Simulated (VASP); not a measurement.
# Ni (Im-3m) in VASP: single point with PBE

Aim: the single point of Ni with PBE.

Program: VASP 6.6.1. These are calculated values, not measurements. Logs are shortened: lines on timing, memory, paths and dates and some standing lists are left out, and cuts for length are marked.

## Step 1: The cell of the first run

It takes space group Im-3m (No. 229, cubic). Conventional cell: a = 2.767 Å, b = 2.767 Å, c = 2.767 Å, α = 90.00°, β = 90.00°, γ = 90.00°. Within 3.2 Å of Ni (site symmetry m-3m) lie 14 Ni at 2.40 to 2.77 Å.

This isn't the form of Ni at room conditions, which is fcc.

## Step 2: Single point, PBE, collinear spin, ferromagnetic start

File POSCAR:

```
Ni
1.0
   -1.3837154700      1.3837154700      1.3837154700
    1.3837154700     -1.3837154700      1.3837154700
    1.3837154700      1.3837154700     -1.3837154700
Ni
1
Direct
    0.0000000000      0.0000000000      0.0000000000
```

File INCAR.step1:

```
PREC = Accurate
ENCUT = 520
EDIFF = 1E-7
ISMEAR = 0
SIGMA = 0.05
LREAL = False
LASPH = True
NELM = 150
ALGO = Normal
ISIF = 2
LWAVE = False
LCHARG = True
ISPIN = 2
MAGMOM = 0.59
LMAXMIX = 4
GGA = PE
NBANDS = 15
```

File KPOINTS.step1:

```
Automatic mesh
0
Gamma
  18 18 18
```

File INCAR.step2:

```
PREC = Accurate
ENCUT = 520
EDIFF = 1E-7
ISMEAR = -5
SIGMA = 0.05
LREAL = False
LASPH = True
NELM = 150
ALGO = Normal
ISIF = 2
LWAVE = False
LCHARG = False
ISPIN = 2
MAGMOM = 0.59
LORBIT = 11
LMAXMIX = 4
GGA = PE
NEDOS = 1001
ICHARG = 11
```

File KPOINTS.step2:

```
Automatic mesh
0
Gamma
  27 27 27
```

Potentials or basis: VASP PAW PBE potentials, release 64 (Ni).

Command:

```bash
$ cat potpaw_PBE.64/Ni/POTCAR > POTCAR
$ cp INCAR.step1 INCAR
$ cp KPOINTS.step1 KPOINTS
$ mpirun -np 1 vasp_std > vasp.out
$ cp INCAR.step2 INCAR
$ cp KPOINTS.step2 KPOINTS
$ mpirun -np 1 vasp_std > vasp.out
```

OUTCAR:

```text
PREC = Accurate
   ENCUT = 520
   EDIFF = 1E-7
   ISMEAR = -5
   LREAL = False
   LASPH = True
   NELM = 150
   ISIF = 2
   ISPIN = 2
   LORBIT = 11
   GGA = PE
   ICHARG = 11

 ion  position               nearest neighbor table
   1  0.000  0.000  0.000-

  LATTYP: Found a body centered cubic cell.
 ALAT       =     2.7674309400

  Lattice vectors:

 A1 = (  -1.3837154700,   1.3837154700,   1.3837154700)
 A2 = (   1.3837154700,  -1.3837154700,   1.3837154700)
 A3 = (   1.3837154700,   1.3837154700,  -1.3837154700)

Analysis of symmetry for initial positions (statically):
=====================================================================
 Subroutine PRICEL returns:
 Original cell was already a primitive cell.

 Routine SETGRP: Setting up the symmetry group for a
 body centered cubic supercell.

 Subroutine GETGRP returns: Found 48 space group operations
 (whereof 48 operations were pure point group operations)
 out of a pool of 48 trial point group operations.

The static configuration has the point symmetry O_h .

Analysis of symmetry for dynamics (positions and initial velocities):
=====================================================================
 Subroutine PRICEL returns:
 Original cell was already a primitive cell.

 Routine SETGRP: Setting up the symmetry group for a
 body centered cubic supercell.

 Subroutine GETGRP returns: Found 48 space group operations
 (whereof 48 operations were pure point group operations)
 out of a pool of 48 trial point group operations.

The dynamic configuration has the point symmetry O_h .

Analysis of structural, dynamic, and magnetic symmetry:
=====================================================================
 Subroutine PRICEL returns:
 Original cell was already a primitive cell.

 Routine SETGRP: Setting up the symmetry group for a
 body centered cubic supercell.

 Subroutine GETGRP returns: Found 48 space group operations
 (whereof 48 operations were pure point group operations)
 out of a pool of 48 trial point group operations.

The overall configuration has the point symmetry O_h .

 Subroutine INISYM returns: Found 48 space group operations
 (whereof 48 operations are pure point group operations),
 and found     1 'primitive' translations

----------------------------------------------------------------------------------------

                                     Primitive cell

  volume of cell :      10.5974

  direct lattice vectors                    reciprocal lattice vectors
    -1.383715470  1.383715470  1.383715470     0.000000000  0.361345964  0.361345964
     1.383715470 -1.383715470  1.383715470     0.361345964  0.000000000  0.361345964
     1.383715470  1.383715470 -1.383715470     0.361345964  0.361345964  0.000000000

  length of vectors
     2.396665497  2.396665497  2.396665497     0.511020363  0.511020363  0.511020363

  position of ions in fractional coordinates (direct lattice)
     0.000000000  0.000000000  0.000000000

  ion indices of the primitive-cell ions
   primitive index   ion index
                 1           1

----------------------------------------------------------------------------------------

 KPOINTS: Automatic mesh

Automatic generation of k-mesh.
 Grid dimensions read from file:
 generate k-points for:   27   27   27

 Generating k-lattice:

  Cartesian coordinates                     Fractional coordinates (reciprocal lattice)
     0.000000000  0.013383184  0.013383184     0.037037037  0.000000000  0.000000000
     0.013383184  0.000000000  0.013383184     0.000000000  0.037037037  0.000000000
     0.013383184  0.013383184  0.000000000     0.000000000  0.000000000  0.037037037

  Length of vectors
     0.018926680  0.018926680  0.018926680

  Shift w.r.t. Gamma in fractional coordinates (k-lattice)
     0.000000000  0.000000000  0.000000000

 TETIRR: Found  23679 inequivalent tetrahedra from   118098

 Subroutine IBZKPT returns following result:
 ===========================================

 Found    560 irreducible k-points:

 Following reciprocal coordinates:
            Coordinates               Weight
  0.000000  0.000000  0.000000      1.000000
  0.037037  0.000000  0.000000     12.000000
  0.074074  0.000000  0.000000     12.000000
  0.111111  0.000000  0.000000     12.000000
  0.148148  0.000000  0.000000     12.000000
  0.185185  0.000000  0.000000     12.000000
[... 16 lines left out ...]
  0.333333  0.037037  0.000000     48.000000
  0.370370  0.037037  0.000000     48.000000
 [... further k-points ...]
   k-points           NKPTS =    560   k-points in BZ     NKDIM =    560   number of bands    NBANDS=      9
   number of dos      NEDOS =   1001   number of ions     NIONS =      1
   total plane-waves  NPLWV =   5832
   dimension x,y,z NGX =    18 NGY =   18 NGZ =   18
   dimension x,y,z NGXF=    36 NGYF=   36 NGZF=   36
   ions per type =               1
   NGX,Y,Z   is equivalent  to a cutoff of  12.49, 12.49, 12.49 a.u.
   NGXF,Y,Z  is equivalent  to a cutoff of  24.97, 24.97, 24.97 a.u.
 SYSTEM =  unknown system
   PREC   = accura    normal or accurate (medium, high low for compatibility)
   ISTART =      0    job   : 0-new  1-cont  2-samecut
   ICHARG =     11    charge: 1-file 2-atom 10-const
   ISPIN  =      2    spin polarized calculation?
   LNONCOLLINEAR =      F non collinear calculations
   LSORBIT =      F    spin-orbit coupling
   LASPH  =      T    aspherical Exc in radial PAW
   ENCUT  =  520.0 eV  38.22 Ry    6.18 a.u.   4.46  4.46  4.46*2*pi/ulx,y,z
   NELM   =    150;   NELMIN=  2; NELMDL=  0     # of ELM steps
   EDIFF  = 0.1E-06   stopping-criterion for ELM
   LREAL  =      F    real-space projection
   EDIFFG = 0.1E-05   stopping-criterion for IOM
   NSW    =      0    number of steps for IOM
   IBRION =     -1    ionic relax: 0-MD 1-quasi-New 2-CG
   NFREE  =      0    steps in history (QN), initial steepest desc. (CG)
   ISIF   =      2    stress and relaxation
   ISYM   =      2    0-nonsym 1-usesym 2-fastsym
   POTIM  = 0.5000    time-step for ionic-motion
   TEBEG  =    0.0;   TEEND  =   0.0 temperature during run
   PSTRESS=    0.0 pullay stress
   NELECT =      10.0000    total number of electrons
   NUPDOWN=      -1.0000    fix difference up-down
   EMIN   =  10.00;   EMAX   =-10.00  energy-range for DOS
   EFERMI =   0.00;   METHOD = LEGACY
   ISMEAR =    -5;   SIGMA  =   0.05  broadening in eV -4-tet -1-fermi 0-gaus
   EFERMI_NEDOS =   21; number of points for ismear=-14 and -15
   IALGO  =     38    algorithm
   IMIX   =      4    mixing-type and parameters
     AMIX     =   0.40;   BMIX     =  1.00
     AMIX_MAG =   1.60;   BMIX_MAG =  1.00
  volume/ion in A,a.u.               =      10.60        71.51
  Fermi-wavevector in a.u.,A,eV,Ry     =   1.605738  3.034405 35.081190  2.578395
  Thomas-Fermi vector in A             =   2.702037
   LORBIT       =     11    0 simple, 1 ext, 2 COOP (PROOUT), +10 PAW based schemes
   GGA     = PE    functional components
   LHFCALC =     F    Hartree Fock is set to
   AEXX    =    0.0000 exact exchange contribution
   IVDW    =     0    specifies the selected vdW correction
   LEPSILON=     F    determine dielectric tensor
   LRPA    =     F    only Hartree local field effects (RPA)
 spin polarized calculation
 Fermi weights with tetrahedron method with Bloechl corrections
  energy-cutoff  :      520.00
  volume of cell :       10.60
 maximum number of plane-waves:       321
 NGX is ok and might be reduce to    18

 number of electron      10.0000004 magnetization       0.5641917

 Free energy of the ion-electron system (eV)
  ---------------------------------------------------
  ext. energy  EPLUGINS =         0.00000000
  ---------------------------------------------------
  free energy    TOTEN  =        -5.36832613 eV

  energy without entropy =       -5.36832613  energy(sigma->0) =       -5.36832613

 E-fermi :   9.6189     XC(G=0): -13.4060

 val. band max:        9.6429177638   @ k =  -0.4074   0.4074   0.4074
 cond. band min:       9.5015428405   @ k =   0.4444   0.0000   0.0000
 fundamental gap:     -0.1413749232
 Fermi energy:         9.6188864492

 spin component 1

 k-point     1 :       0.0000    0.0000    0.0000
  band No.  band energies     occupation
      1       0.5538      1.00000
      2       7.2592      1.00000
      3       7.2592      1.00000
      4       7.2592      1.00000
      5       8.7336      1.00000
      6       8.7336      1.00000
      7      36.3554      0.00000
      8      36.3554      0.00000
      9      36.3554      0.00000

 k-point     2 :       0.0370    0.0000    0.0000
  band No.  band energies     occupation
      1       0.6119      1.00000
      2       7.2456      1.00000
      3       7.2585      1.00000
      4       7.2860      1.00000
      5       8.7194      1.00000
      6       8.7347      1.00000
      7      35.8583      0.00000
      8      36.2563      0.00000
      9      36.2776      0.00000
[... 253 lines left out ...]
 k-point    24 :       0.3704    0.0370    0.0000
  band No.  band energies     occupation
      1       4.6950      1.00000
      2       6.4176      1.00000
      3       8.1417      1.00000
      4       8.6225      1.00000
      5       8.9154      1.00000
      6       9.3972      0.93998
      7      19.0488      0.00000
      8      29.2350      0.00000
      9      30.6096      0.00000

 [... further k-points ...]

 spin component 2

 k-point     1 :       0.0000    0.0000    0.0000
  band No.  band energies     occupation
      1       0.5452      1.00000
      2       7.9495      1.00000
      3       7.9495      1.00000
      4       7.9495      1.00000
      5       9.2156      1.00000
      6       9.2156      1.00000
      7      36.2609      0.00000
      8      36.2609      0.00000
      9      36.2609      0.00000

 k-point     2 :       0.0370    0.0000    0.0000
  band No.  band energies     occupation
      1       0.6034      1.00000
      2       7.9349      1.00000
      3       7.9481      1.00000
      4       7.9772      1.00000
      5       9.2006      1.00000
      6       9.2167      1.00000
      7      35.7780      0.00000
      8      36.1639      0.00000
      9      36.1921      0.00000
[... 253 lines left out ...]
 k-point    24 :       0.3704    0.0370    0.0000
  band No.  band energies     occupation
      1       4.9529      1.00000
      2       7.0503      1.00000
      3       8.3758      1.00000
      4       9.1967      1.00000
      5       9.4023      1.01516
      6      10.1254      0.00000
      7      19.2846      0.00000
      8      29.2053      0.00000
      9      30.7225      0.00000

 [... further k-points ...]
[... 5 lines left out ...]
  --------------------------------------------------------------------------------------
  -------------------------------------------------------------------------------------
  Total        0.5590274      0.5590274      0.5590274     -0.0000000     -0.0000000     -0.0000000
  in kB       84.5168426     84.5168426     84.5168426     -0.0000000     -0.0000000     -0.0000000
  external PRESSURE =      84.5168426 kB  Pullay stress =       0.0000000 kB

 VOLUME and BASIS-vectors are now :
 -----------------------------------------------------------------------------
  energy-cutoff  :      520.00
  volume of cell :       10.60
      direct lattice vectors                 reciprocal lattice vectors
    -1.383715470  1.383715470  1.383715470     0.000000000  0.361345964  0.361345964
     1.383715470 -1.383715470  1.383715470     0.361345964  0.000000000  0.361345964
     1.383715470  1.383715470 -1.383715470     0.361345964  0.361345964  0.000000000

 POSITION                                       TOTAL-FORCE (eV/Angst)
 -----------------------------------------------------------------------------------
      0.00000      0.00000      0.00000        -0.000000      0.000000     -0.000000
 -----------------------------------------------------------------------------------
    total drift:                               -0.000000      0.000000      0.000000

  FREE ENERGIE OF THE ION-ELECTRON SYSTEM (eV)
  ---------------------------------------------------
  free  energy   TOTEN  =        -5.3683261280 eV

  energy  without entropy=       -5.3683261280  energy(sigma->0) =       -5.36832613

 total charge

# of ion       s       p       d       tot
------------------------------------------
    1        0.502   0.511   8.349   9.362

 magnetization (x)

# of ion       s       p       d       tot
------------------------------------------
    1       -0.005  -0.017   0.570   0.548
```

It took 1.7 min on 1 thread of Intel Xeon Platinum 8375C at 2.90GHz (Ice Lake), shared host; peak memory 0.28 GiB.

Results:

* Net moment: 0.56 μB per cell
* Site moments: Ni +0.55 μB
* Valence electrons inside the program's atomic spheres: Ni 9.36

Levels at points of the mesh, in eV from the Fermi level:
Spin up:
| k point | band 1 | band 2 | band 3 | band 4 | band 5 | band 6 | band 7 | band 8 | band 9 |
| --- | --- | --- | --- | --- | --- | --- | --- | --- | --- |
| (0.00, 0.00, 0.00) | -9.07 | -2.36 | -2.36 | -2.36 | -0.89 | -0.89 | 26.74 | 26.74 | 26.74 |
Spin down:
```csv
k point,band 1,band 2,band 3,band 4,band 5,band 6,band 7,band 8,band 9
"(0.00, 0.00, 0.00)",-9.07,-1.67,-1.67,-1.67,-0.40,-0.40,26.64,26.64,26.64
```

Caveat: tetrahedron occupations give inexact forces and stress in metals.
